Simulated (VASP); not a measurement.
# Al4Cu in VASP: a series of runs

Al4Cu is run at these levels: PBE; tasks: single point, relaxation of cell and atoms.

Everything below comes from runs of VASP 6.6.1. Logs are shortened: lines on timing, memory, paths and dates and some standing lists are left out, and cuts for length are marked.

## 1. The cell of the first run

The typed cell holds 5 atoms: a = 4.928 Å, b = 4.928 Å, c = 4.928 Å, α = 109.47°, β = 109.47°, γ = 109.47°.

The cell was built from a structure type or drawn by symmetry, and may not be a known phase.

## 2. Single point, PBE

Contents of INCAR:

```
PREC = Accurate
ENCUT = 520
EDIFF = 1E-7
ISMEAR = 0
SIGMA = 0.1
LREAL = False
LASPH = True
NELM = 100
ALGO = Normal
ISIF = 2
LWAVE = False
LCHARG = False
GGA = PE
NBANDS = 20
```

Contents of KPOINTS:

```
Automatic mesh
0
Gamma
  4 4 4
```

Contents of POSCAR:

```
Al4Cu
1.0
   -2.8452542201      2.8452542201      2.8452542201
    2.8452542201     -2.8452542201      2.8452542201
    2.8452542201      2.8452542201     -2.8452542201
Al Cu
4 1
Direct
    0.4994610397      0.4994610397      0.4994610397
    0.5005389603      0.0000000000      0.0000000000
    0.0000000000      0.0000000000      0.5005389603
    0.0000000000      0.5005389603      0.0000000000
    0.0000000000      0.0000000000      0.0000000000
```

Potentials or basis: VASP PAW PBE potentials, release 64 (Al, Cu).

Run with:

```sh
$ cat potpaw_PBE.64/Al/POTCAR potpaw_PBE.64/Cu/POTCAR > POTCAR
$ mpirun -np 1 vasp_std > vasp.out
```

OUTCAR:

```text
PREC = Accurate
   ENCUT = 520
   EDIFF = 1E-7
   ISMEAR = 0
   LREAL = False
   LASPH = True
   NELM = 100
   ISIF = 2
   GGA = PE

 ion  position               nearest neighbor table
   1  0.499  0.499  0.499-   5 2.46   5 2.47   4 2.85   2 2.85   2 2.85   3 2.85   4 2.85   3 2.85

   2  0.501  0.000  0.000-   5 2.46   5 2.47   1 2.85   4 2.85   1 2.85   3 2.85   4 2.85   3 2.85

   3  0.000  0.000  0.501-   5 2.46   5 2.47   1 2.85   2 2.85   2 2.85   4 2.85   4 2.85   1 2.85

   4  0.000  0.501  0.000-   5 2.46   5 2.47   1 2.85   2 2.85   2 2.85   3 2.85   3 2.85   1 2.85

   5  0.000  0.000  0.000-   1 2.46   2 2.46   3 2.46   4 2.46   4 2.47   3 2.47   2 2.47   1 2.47

  LATTYP: Found a body centered cubic cell.
 ALAT       =     5.6905084402

  Lattice vectors:

 A1 = (  -2.8452542201,   2.8452542201,   2.8452542201)
 A2 = (   2.8452542201,  -2.8452542201,   2.8452542201)
 A3 = (   2.8452542201,   2.8452542201,  -2.8452542201)

Analysis of symmetry for initial positions (statically):
=====================================================================
 Subroutine PRICEL returns:
 Original cell was already a primitive cell.

 Routine SETGRP: Setting up the symmetry group for a
 body centered cubic supercell.

 Subroutine GETGRP returns: Found 24 space group operations
 (whereof 24 operations were pure point group operations)
 out of a pool of 48 trial point group operations.

The static configuration has the point symmetry T_d .

Analysis of symmetry for dynamics (positions and initial velocities):
=====================================================================
 Subroutine PRICEL returns:
 Original cell was already a primitive cell.

 Routine SETGRP: Setting up the symmetry group for a
 body centered cubic supercell.

 Subroutine GETGRP returns: Found 24 space group operations
 (whereof 24 operations were pure point group operations)
 out of a pool of 48 trial point group operations.

The dynamic configuration has the point symmetry T_d .

 Subroutine INISYM returns: Found 24 space group operations
 (whereof 24 operations are pure point group operations),
 and found     1 'primitive' translations

----------------------------------------------------------------------------------------

                                     Primitive cell

  volume of cell :      92.1347

  direct lattice vectors                    reciprocal lattice vectors
    -2.845254220  2.845254220  2.845254220     0.000000000  0.175731222  0.175731222
     2.845254220 -2.845254220  2.845254220     0.175731222  0.000000000  0.175731222
     2.845254220  2.845254220 -2.845254220     0.175731222  0.175731222  0.000000000

  length of vectors
     4.928124870  4.928124870  4.928124870     0.248521477  0.248521477  0.248521477

  position of ions in fractional coordinates (direct lattice)
     0.499461040  0.499461040  0.499461040
     0.500538960  0.000000000  0.000000000
     0.000000000  0.000000000  0.500538960
     0.000000000  0.500538960  0.000000000
     0.000000000  0.000000000  0.000000000

  ion indices of the primitive-cell ions
   primitive index   ion index
                 1           1
                 2           2
                 3           3
                 4           4
                 5           5

----------------------------------------------------------------------------------------

 KPOINTS: Automatic mesh

Automatic generation of k-mesh.
 Grid dimensions read from file:
 generate k-points for:    4    4    4

 Generating k-lattice:

  Cartesian coordinates                     Fractional coordinates (reciprocal lattice)
     0.000000000  0.043932805  0.043932805     0.250000000  0.000000000  0.000000000
     0.043932805  0.000000000  0.043932805     0.000000000  0.250000000  0.000000000
     0.043932805  0.043932805  0.000000000     0.000000000  0.000000000  0.250000000

  Length of vectors
     0.062130369  0.062130369  0.062130369

  Shift w.r.t. Gamma in fractional coordinates (k-lattice)
     0.000000000  0.000000000  0.000000000

 Subroutine IBZKPT returns following result:
 ===========================================

 Found      8 irreducible k-points:

 Following reciprocal coordinates:
            Coordinates               Weight
  0.000000  0.000000  0.000000      1.000000
  0.250000  0.000000  0.000000     12.000000
  0.500000  0.000000  0.000000      6.000000
  0.250000  0.250000  0.000000     24.000000
  0.250000  0.250000  0.250000      2.000000
 -0.250000  0.250000  0.250000      6.000000
  0.500000  0.500000  0.250000     12.000000
  0.500000  0.500000  0.500000      1.000000
   k-points           NKPTS =      8   k-points in BZ     NKDIM =      8   number of bands    NBANDS=     20
   number of dos      NEDOS =    301   number of ions     NIONS =      5
   total plane-waves  NPLWV =  64000
   dimension x,y,z NGX =    40 NGY =   40 NGZ =   40
   dimension x,y,z NGXF=    80 NGYF=   80 NGZF=   80
   ions per type =               4   1
   NGX,Y,Z   is equivalent  to a cutoff of  13.49, 13.49, 13.49 a.u.
   NGXF,Y,Z  is equivalent  to a cutoff of  26.99, 26.99, 26.99 a.u.
 SYSTEM =  unknown system
   PREC   = accura    normal or accurate (medium, high low for compatibility)
   ISTART =      0    job   : 0-new  1-cont  2-samecut
   ICHARG =      2    charge: 1-file 2-atom 10-const
   ISPIN  =      1    spin polarized calculation?
   LNONCOLLINEAR =      F non collinear calculations
   LSORBIT =      F    spin-orbit coupling
   LASPH  =      T    aspherical Exc in radial PAW
   ENCUT  =  520.0 eV  38.22 Ry    6.18 a.u.   9.16  9.16  9.16*2*pi/ulx,y,z
   NELM   =    100;   NELMIN=  2; NELMDL= -5     # of ELM steps
   EDIFF  = 0.1E-06   stopping-criterion for ELM
   LREAL  =      F    real-space projection
   EDIFFG = 0.1E-05   stopping-criterion for IOM
   NSW    =      0    number of steps for IOM
   IBRION =     -1    ionic relax: 0-MD 1-quasi-New 2-CG
   NFREE  =      0    steps in history (QN), initial steepest desc. (CG)
   ISIF   =      2    stress and relaxation
   ISYM   =      2    0-nonsym 1-usesym 2-fastsym
   POTIM  = 0.5000    time-step for ionic-motion
   TEBEG  =    0.0;   TEEND  =   0.0 temperature during run
   PSTRESS=    0.0 pullay stress
   NELECT =      23.0000    total number of electrons
   NUPDOWN=      -1.0000    fix difference up-down
   EMIN   =  10.00;   EMAX   =-10.00  energy-range for DOS
   EFERMI =   0.00;   METHOD = LEGACY
   ISMEAR =     0;   SIGMA  =   0.10  broadening in eV -4-tet -1-fermi 0-gaus
   EFERMI_NEDOS =   21; number of points for ismear=-14 and -15
   IALGO  =     38    algorithm
   IMIX   =      4    mixing-type and parameters
     AMIX     =   0.40;   BMIX     =  1.00
     AMIX_MAG =   1.60;   BMIX_MAG =  1.00
  volume/ion in A,a.u.               =      18.43       124.35
  Fermi-wavevector in a.u.,A,eV,Ry     =   1.030805  1.947938 14.456982  1.062558
  Thomas-Fermi vector in A             =   2.164921
   LORBIT       =      0    0 simple, 1 ext, 2 COOP (PROOUT), +10 PAW based schemes
   GGA     = PE    functional components
   LHFCALC =     F    Hartree Fock is set to
   AEXX    =    0.0000 exact exchange contribution
   IVDW    =     0    specifies the selected vdW correction
   LEPSILON=     F    determine dielectric tensor
   LRPA    =     F    only Hartree local field effects (RPA)
 non-spin polarized calculation
 Gauss-broadening in eV      SIGMA  =   0.10
  energy-cutoff  :      520.00
  volume of cell :       92.13
 maximum number of plane-waves:      2491
 NGX is ok and might be reduce to    40
   NGX = 19   NGY = 19   NGZ = 19

 number of electron      22.9999986 magnetization

 Free energy of the ion-electron system (eV)
  ---------------------------------------------------
  ext. energy  EPLUGINS =         0.00000000
  ---------------------------------------------------
  free energy    TOTEN  =       -17.97468380 eV

  energy without entropy =      -17.96948961  energy(sigma->0) =      -17.97208670

 E-fermi :   6.2732     XC(G=0):  -9.7962

 val. band max:        6.1496890246   @ k =   0.0000   0.0000   0.0000
 cond. band min:       6.3662365412   @ k =   0.5000   0.5000   0.2500
 fundamental gap:      0.2165475165
 Fermi energy:         6.2732226502

 k-point     1 :       0.0000    0.0000    0.0000
  band No.  band energies     occupation
      1      -3.7800      2.00000
      2       1.1655      2.00000
      3       1.1655      2.00000
      4       1.1655      2.00000
      5       1.7877      2.00000
      6       1.7877      2.00000
[... 12 lines left out ...]
     19      13.4421      0.00000
     20      13.4421      0.00000

 k-point     2 :       0.2500    0.0000    0.0000
  band No.  band energies     occupation
      1      -3.2304      2.00000
      2       0.7468      2.00000
      3       1.0242      2.00000
      4       1.2828      2.00000
      5       1.7198      2.00000
      6       1.7699      2.00000
[... 12 lines left out ...]
     19      10.8106      0.00000
     20      11.1633      0.00000

 k-point     3 :       0.5000    0.0000    0.0000
  band No.  band energies     occupation
      1      -1.9614      2.00000
      2      -1.1172      2.00000
      3       0.8869      2.00000
      4       1.3433      2.00000
      5       1.5297      2.00000
      6       1.6875      2.00000
[... 12 lines left out ...]
     19      12.2871      0.00000
     20      13.1625      0.00000

 k-point     4 :       0.2500    0.2500    0.0000
  band No.  band energies     occupation
      1      -2.1904      2.00000
      2      -0.1174      2.00000
      3       0.1912      2.00000
      4       1.0616      2.00000
      5       1.5144      2.00000
      6       1.6581      2.00000
[... 12 lines left out ...]
     19      11.8361      0.00000
     20      12.5653      0.00000

 k-point     5 :       0.2500    0.2500    0.2500
  band No.  band energies     occupation
      1      -1.3320      2.00000
      2      -0.2102      2.00000
      3      -0.2102      2.00000
      4      -0.2102      2.00000
      5       1.7669      2.00000
      6       1.7669      2.00000
[... 12 lines left out ...]
     19      10.8971      0.00000
     20      10.8971      0.00000

 k-point     6 :      -0.2500    0.2500    0.2500
  band No.  band energies     occupation
      1      -2.6858      2.00000
      2       0.8187      2.00000
      3       0.8187      2.00000
      4       1.3402      2.00000
      5       1.4922      2.00000
      6       1.5043      2.00000
[... 12 lines left out ...]
     19      12.6019      0.00000
     20      14.2953      0.00000

 k-point     7 :       0.5000    0.5000    0.2500
  band No.  band energies     occupation
      1      -1.4195      2.00000
      2      -0.6493      2.00000
      3       0.5916      2.00000
      4       1.1652      2.00000
      5       1.4784      2.00000
      6       1.5124      2.00000
[... 12 lines left out ...]
     19      12.4778      0.00000
     20      12.7827      0.00000

 k-point     8 :       0.5000    0.5000    0.5000
  band No.  band energies     occupation
      1      -0.0734      2.00000
      2       0.2718      2.00000
      3       0.2718      2.00000
      4       0.2718      2.00000
      5       1.0846      2.00000
      6       1.0846      2.00000
[... 12 lines left out ...]
     19      14.6095      0.00000
     20      15.4607      0.00000

------------------------ aborting loop because EDIFF is reached ----------------------------------------

  FORCE on cell =-STRESS in cart. coord.  units (eV):
  Direction    XX          YY          ZZ          XY          YZ          ZX
  --------------------------------------------------------------------------------------
  -------------------------------------------------------------------------------------
  Total        0.1725944      0.1725944      0.1725944     -0.0000000     -0.0000000     -0.0000000
  in kB        3.0013313      3.0013313      3.0013313     -0.0000000     -0.0000000     -0.0000000
  external PRESSURE =       3.0013313 kB  Pullay stress =       0.0000000 kB

 VOLUME and BASIS-vectors are now :
 -----------------------------------------------------------------------------
  energy-cutoff  :      520.00
  volume of cell :       92.13
      direct lattice vectors                 reciprocal lattice vectors
    -2.845254220  2.845254220  2.845254220     0.000000000  0.175731222  0.175731222
     2.845254220 -2.845254220  2.845254220     0.175731222  0.000000000  0.175731222
     2.845254220  2.845254220 -2.845254220     0.175731222  0.175731222  0.000000000

 POSITION                                       TOTAL-FORCE (eV/Angst)
 -----------------------------------------------------------------------------------
      1.42109      1.42109      1.42109         0.011301      0.011301      0.011301
     -1.42416      1.42416      1.42416         0.011301     -0.011301     -0.011301
      1.42416      1.42416     -1.42416        -0.011301     -0.011301      0.011301
      1.42416     -1.42416      1.42416        -0.011301      0.011301     -0.011301
      0.00000      0.00000      0.00000         0.000000      0.000000     -0.000000
 -----------------------------------------------------------------------------------
    total drift:                               -0.000001     -0.000001     -0.000002

  FREE ENERGIE OF THE ION-ELECTRON SYSTEM (eV)
  ---------------------------------------------------
  free  energy   TOTEN  =       -17.9746837990 eV

  energy  without entropy=      -17.9694896061  energy(sigma->0) =      -17.97208670
```

Wall time 35 s (1 thread of Intel Xeon Platinum 8259CL at 2.50GHz (Skylake/Cascade Lake), shared host); peak memory 0.23 GiB.

Results:

| Property | Result |
| --- | --- |
| Free energy | -17.9747 eV |
| Pressure | 0.3 GPa |
| Largest force | 0.020 eV/Å |
| Band gap on the k mesh | zero (an odd number of electrons rules out a gap without spin polarisation) |

Forces in eV/Å, atoms in the order of the input:
```
Al   0.011  0.011  0.011
Al   0.011 -0.011 -0.011
Al  -0.011 -0.011  0.011
Al  -0.011  0.011 -0.011
Cu   0.000  0.000  0.000
```

Levels at points of the mesh, in eV from the Fermi level:
```csv
k point,band 8,band 9,band 10,band 11,band 12,band 13,band 14,band 15
"(0.00, 0.00, 0.00)",-2.31,-2.31,-0.86,-0.86,-0.86,-0.37,-0.37,-0.37
"(0.50, 0.00, 0.00)",-4.12,-2.74,-2.17,-2.17,0.32,1.50,2.09,2.32
"(0.50, 0.50, 0.50)",-4.78,-4.78,-2.96,-2.96,2.46,2.46,2.46,4.00
```

Caveat: the k points lie up to 0.39 Å⁻¹ apart, too coarse for converged energies and pressures of a metal.

## 3. Single point, PBE

This run uses another cell than the first one, of 18.34 Å³/atom.

Contents of INCAR:

```
PREC = Accurate ; ENCUT = 520
EDIFF = 1E-6 ; ISMEAR = 0
SIGMA = 0.1 ; LREAL = False
LASPH = True ; NELM = 100
ALGO = Normal ; ISIF = 2
LWAVE = False ; LCHARG = False
GGA = PE ; NBANDS = 20
```

Contents of KPOINTS:

```
regular mesh
0
Gamma
  10 10 10
```

Contents of POSCAR:

```
Al4Cu
1.0
   -2.8409082173      2.8409082173      2.8409082173
    2.8409082173     -2.8409082173      2.8409082173
    2.8409082173      2.8409082173     -2.8409082173
Al Cu
4 1
Direct
    0.5000000000      0.5000000000      0.5000000000
    0.5000000000      0.0000000000      0.0000000000
    0.0000000000      0.0000000000      0.5000000000
    0.0000000000      0.5000000000      0.0000000000
    0.0000000000      0.0000000000      0.0000000000
```

Potentials or basis: VASP PAW PBE potentials, release 64 (Al, Cu).

Run with:

```sh
$ cat potpaw_PBE.64/Al/POTCAR potpaw_PBE.64/Cu/POTCAR > POTCAR
$ mpirun -np 1 vasp_std > vasp.out
```

Wall time 1.8 min (1 thread of Intel Xeon Platinum 8259CL at 2.50GHz (Skylake/Cascade Lake), shared host); peak memory 0.28 GiB.

The run converged. Its results:

| Quantity | Value |
| --- | --- |
| Free energy | -17.9987 eV |
| Pressure | 0.1 GPa |
| Band gap on the k mesh | zero (an odd number of electrons rules out a gap without spin polarisation) |

Levels at points of the mesh, in eV from the Fermi level:
| k point | band 10 | band 11 | band 12 | band 13 | band 14 | band 15 |
| --- | --- | --- | --- | --- | --- | --- |
| (0.00, 0.00, 0.00) | -0.63 | -0.63 | -0.63 | -0.12 | -0.12 | -0.12 |
| (0.50, 0.00, 0.00) | -1.94 | -1.94 | 0.55 | 1.74 | 2.33 | 2.57 |
| (0.50, 0.50, 0.50) | -2.73 | -2.73 | 2.71 | 2.71 | 2.71 | 4.24 |

(Continued in part 2 of 2.)
